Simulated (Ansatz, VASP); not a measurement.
## C in VASP and in Ansatz

POSCAR

```
C
1.0
   -2.1268362731     -1.2279462884      0.0110113261
    1.3968870171      0.0000000000     -3.5424027035
    3.5657309535     -9.4142548776      3.5167096093
C
10
Direct
    0.7888843829      0.1666542755      0.0666672544
    0.2555510496      0.3666542755      0.2666672544
   -0.2777822837      0.5666542755      0.4666672544
    0.1888843829      0.7666542755      0.6666672544
   -0.3444489504      0.9666542755      0.8666672544
    0.1444489504      0.0333457245      0.9333327456
    0.2777822837      0.2333457245      0.1333327456
    0.7444489504      0.4333457245      0.3333327456
    0.2111156171      0.6333457245      0.5333327456
   -0.3222177163      0.8333457245      0.7333327456
```

File INCAR.step1:

```
  PREC = Accurate
  ENCUT = 520
  ISMEAR = 0
  SIGMA = 0.05
  LREAL = False
  LASPH = True
  NELM = 60
  NBANDS = 31
  GGA = PE
  ALGO = Normal
  EDIFF = 1E-4
  LWAVE = True
  LCHARG = False
```

INCAR.step2

```
  PREC = Accurate
  ENCUT = 520
  EDIFF = 1E-7
  ISMEAR = 0
  SIGMA = 0.05
  LREAL = False
  LASPH = True
  NELM = 60
  ALGO = Normal
  ISIF = 2
  LWAVE = False
  LCHARG = False
  METAGGA = R2SCAN
  LMIXTAU = True
  NBANDS = 31
  ISTART = 1
```

Contents of KPOINTS:

```
regular mesh
0
Gamma
  11 8 3
```

Input for Ansatz:

```yaml
crystal:
  lattice:
    - [-2.1268362731, -1.2279462884, 0.0110113261]
    - [1.3968870171, 0.0, -3.5424027035]
    - [3.5657309535, -9.4142548776, 3.5167096093]
  atoms:
    - { symbol: C, position: [0.7888843829, 0.1666542755, 0.0666672544] }
    - { symbol: C, position: [0.2555510496, 0.3666542755, 0.2666672544] }
    - { symbol: C, position: [-0.2777822837, 0.5666542755, 0.4666672544] }
    - { symbol: C, position: [0.1888843829, 0.7666542755, 0.6666672544] }
    - { symbol: C, position: [-0.3444489504, 0.9666542755, 0.8666672544] }
    - { symbol: C, position: [0.1444489504, 0.0333457245, 0.9333327456] }
    - { symbol: C, position: [0.2777822837, 0.2333457245, 0.1333327456] }
    - { symbol: C, position: [0.7444489504, 0.4333457245, 0.3333327456] }
    - { symbol: C, position: [0.2111156171, 0.6333457245, 0.5333327456] }
    - { symbol: C, position: [-0.3222177163, 0.8333457245, 0.7333327456] }
basis:
  ecutwfc: 500
kpoints:
  mp_grid: { grid: [11, 8, 3] }
hamiltonian:
  xc: r2scan
scf:
  occupations: { method: gaussian, width: 0.05 }
output:
  forces: true
  stress: true
  eigenvalues: true
```

Alike in both runs: task single point; functional r2SCAN; k mesh 11 × 8 × 3; occupations gaussian, width 0.05 eV; no spin polarisation.

```csv
,VASP,Ansatz
version,VASP 6.6.1,Ansatz 0.2.0
potentials or method,"VASP PAW PBE potentials, release 64 (C), cutoff 520 eV","scalar-relativistic, plane waves, PAW"
valence electrons in the cell,40,40
```

```tsv
	VASP	Ansatz	Ansatz less VASP
gap on the k mesh at the Fermi level (eV)	0.10	0.10	0.000
least direct gap on the mesh (eV)	0.10	0.10	0.000
pressure (GPa)	1.6	0.9	-0.64
traceless stress, the component that is largest in VASP (GPa)	28.79	28.47	-0.318
rms of the force components (eV/Å)	2.155	2.159	+0.0044
```

VASP's potentials were made for PBE, not for r2SCAN. Atom by atom the forces differ by 0.014 eV/Å (rms over components). With one functional, cell and mesh, what is left measures potentials, basis and numerics.
